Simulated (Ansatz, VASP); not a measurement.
One calculation of C, two programs

```
CELL_PARAMETERS angstrom
0.00000 1.78012 1.78012
1.72067 0.00000 1.78012
1.72067 1.78012 0.00000
ATOMIC_POSITIONS crystal
C 0.00000 0.00000 0.00000
C 0.25000 0.25000 0.25000
```

Change from the starting cell: uniaxial_x strain -3.3%.

Alike in both runs: task single point; functional PBE; k mesh 12 × 12 × 12; occupations fermi-dirac, width 0.02 eV; no spin polarisation.

```csv
,VASP,Ansatz
version,VASP 6.6.1,Ansatz 0.2.0
potentials or method,"VASP PAW PBE potentials, release 64 (C)","plane waves, PAW"
plane-wave cutoff (eV),520,420
valence electrons in the cell,8,8
```

|  | VASP | Ansatz | Ansatz less VASP |
| --- | --- | --- | --- |
| gap on the k mesh at the Fermi level (eV) | 3.37 | 3.38 | +0.007 |
| pressure (GPa) | 21.3 | 20.4 | -0.84 |
| traceless stress, the component that is largest in VASP (GPa) | 21.18 | 21.19 | +0.018 |

With one functional, cell and mesh, what is left measures potentials, basis and numerics.
